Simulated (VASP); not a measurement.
Input of a VASP 6.6.1 run:

File INCAR:

```
PREC = Accurate
ENCUT = 500
EDIFF = 1E-6
ISMEAR = 0
SIGMA = 0.02
LREAL = F
LASPH = T
NELM = 120
ALGO = Normal
ISIF = 2
LWAVE = F
LCHARG = F
GGA = PE
NBANDS = 16
GGA_COMPAT = F
```

KPOINTS

```
Automatic mesh
0
Gamma
  8 6 8
```

Contents of POSCAR:

```
AlAs
1.0
    4.0502457835      0.0000000000      0.0000000000
    0.0000000000      5.7279125179      0.0000000000
    0.0000000000      0.0000000000      4.0502457835
Al As
2 2
Direct
    0.0000000000      0.0000000000      0.0000000000
    0.5000000000      0.5000000000      0.5000000000
    0.0000000000      0.2500000000      0.5000000000
    0.5000000000      0.7500000000      0.0000000000
```

Potentials or basis: VASP PAW PBE potentials, release 64 (Al, As).

Launch:

```console
$ cat potpaw_PBE.64/Al/POTCAR potpaw_PBE.64/As/POTCAR > POTCAR
$ mpirun -np 1 vasp_std > vasp.out
```

**Question.** What does it give for the pressure?

**Answer.** 0.2 GPa.

**Question.** What does it give for the band gap on the k mesh?

**Answer.** 1.50 eV.

A k mesh can miss the band edges. A hybrid or GW would open this gap; PBE tends to underestimate it.
